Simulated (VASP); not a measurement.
# C: single point with PBE

C:

```
C
1.0
     2.44493   -0.09238   -0.09238
    -1.30247    2.16356   -0.03381
    -0.45553   -0.45553   12.05624
C
12
Direct
  0.00000 0.00000 0.18686
  0.00000 0.00000 0.68686
  0.00000 0.00000 0.31314
  0.00000 0.00000 0.81314
  0.33333 0.66667 0.52077
  0.66667 0.33333 0.02077
  0.33333 0.66667 0.97923
  0.66667 0.33333 0.47923
  0.33333 0.66667 0.64510
  0.66667 0.33333 0.14510
  0.33333 0.66667 0.85490
  0.66667 0.33333 0.35490
```

```yaml
Program: VASP 6.6.1
Task: single point
Functional: PBE
Potentials_or_basis: VASP PAW PBE potentials, release 64 (C)
Cutoff: 520 eV
k_mesh: 12 × 12 × 2
Occupations: gaussian, width 0.05 eV
Spin: no spin polarisation
```

```json
{
 "Pressure": "54.4 GPa",
 "Largest force": "1.914 eV/Å",
 "Band gap on the k mesh": "2.43 eV (least direct gap 3.61 eV)"
}
```

Forces in eV/Å, atoms in the order of the input:
```
C   -0.168  0.516  0.103
C    1.634  0.852  0.519
C   -1.634 -0.852 -0.519
C    0.168 -0.516 -0.103
C    1.327  0.753  0.377
C   -0.056  0.421  0.062
C    0.056 -0.421 -0.062
C   -1.327 -0.753 -0.377
C   -1.274 -0.733 -0.344
C    0.032 -0.410 -0.041
C   -0.032  0.410  0.041
C    1.274  0.733  0.344
```

Stress tensor (GPa, compression positive):
```
54.89 49.82 42.88
49.82 55.25 42.54
42.88 42.54 53.00
```

Levels at points of the mesh, in eV from the valence-band top:
| k point | band 22 | band 23 | band 24 | band 25 | band 26 | band 27 |
| --- | --- | --- | --- | --- | --- | --- |
| (0.00, 0.00, 0.00) | -1.27 | -0.81 | 0.00 | 3.61 | 4.49 | 4.83 |
| (0.50, 0.00, 0.00) | -5.39 | -4.54 | -3.79 | 2.56 | 3.29 | 3.44 |
| (0.00, 0.50, 0.00) | -5.13 | -4.04 | -3.65 | 3.93 | 4.11 | 4.84 |
| (0.50, 0.50, 0.00) | -4.47 | -4.37 | -3.16 | 4.53 | 5.72 | 6.23 |
| (0.00, 0.00, 0.50) | -1.25 | -0.78 | -0.49 | 3.82 | 4.19 | 5.14 |
| (0.50, 0.00, 0.50) | -5.14 | -4.77 | -3.64 | 2.64 | 2.93 | 3.56 |
| (0.00, 0.50, 0.50) | -4.45 | -3.94 | -3.77 | 3.78 | 4.21 | 4.45 |
| (0.50, 0.50, 0.50) | -4.42 | -3.66 | -3.44 | 4.48 | 5.66 | 5.85 |

It took 3 min on 1 thread of Intel(R) Xeon(R) 6975P-C (Granite Rapids), with other jobs on the host, peak memory 0.32 GiB.

Caveat: the cell stands under pressure; forces of over 1 eV/Å act on the atoms, so gaps and moduli don't describe the material at rest. A k mesh can miss the band edges.
